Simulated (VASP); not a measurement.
Input of a VASP 6.6.1 run:

File INCAR:

```
ALGO     = Normal         # electronic algorithm
EDIFF    = 1E-7           # SCF threshold, eV
ENCUT    = 520            # plane-wave cutoff, eV
GGA      = PS             # functional
ISIF     = 2              # what is computed and relaxed
ISMEAR   = 0              # smearing method
LASPH    = True           # aspherical terms in the spheres
LCHARG   = False          # write CHGCAR
LREAL    = Auto         
LWAVE    = False          # write WAVECAR
NBANDS   = 56             # bands
NELM     = 60             # most SCF steps
PREC     = Accurate       # precision mode
SIGMA    = 0.05           # smearing width, eV
```

KPOINTS

```
k-points
0
Gamma
  5 5 3
```

Contents of POSCAR:

```
Al3GaN4
1.0
    0.0000000000     -4.4069948432      0.0000000000
    0.0000000000      0.0000000000     -4.4069948432
   10.8139896863      0.0000000000      0.0000000000
Al Ga N
6 2 8
Direct
    0.5000000000      1.0000000000      0.0498813282
    0.5000000000      1.0000000000      0.4574085195
    0.0000000000      0.5000000000      0.0498813282
    0.0000000000      0.5000000000      0.4574085195
    0.5000000000      0.5000000000      0.2536449238
    0.5000000000      0.5000000000      0.6611721151
    0.0000000000      1.0000000000      0.2536449238
    0.0000000000      1.0000000000      0.6611721151
    0.2552922824      0.7447077176      0.1496063770
    0.2552922824      0.7447077176      0.5571335683
    0.7447077176      0.2552922824      0.1496063770
    0.7447077176      0.2552922824      0.5571335683
    0.2552922824      0.2552922824      0.7652106619
    0.2552922824      0.2552922824      0.3576834706
    0.7447077176      0.7447077176      0.7652106619
    0.7447077176      0.7447077176      0.3576834706
```

Potentials or basis: VASP PAW PBE potentials, release 64 (Al, Ga_d, N).

Run with:

```bash
$ cat potpaw_PBE.64/Al/POTCAR potpaw_PBE.64/Ga_d/POTCAR potpaw_PBE.64/N/POTCAR > POTCAR
$ mpirun -np 1 vasp_std > vasp.out
```

Problem. Predict the band gap on the k mesh.

Solution. Zero (bands 42 and 43 overlap by 0.39 eV).

Problem. Predict the pressure.

Solution. -3.3 GPa.

Stress tensor (GPa, compression positive):
```
-7.81  0.00  0.00
 0.00 -1.01  1.32
 0.00  1.32 -1.01
```

Caveat: the cell differs from its parent crystal (the distance across one plane changed); the stress differs along the axes, from -8 to -1 GPa; semilocal functionals underestimate gaps, and a narrow one can read as zero; the PAW data sets were made with another functional, which shifts forces and pressure a little.
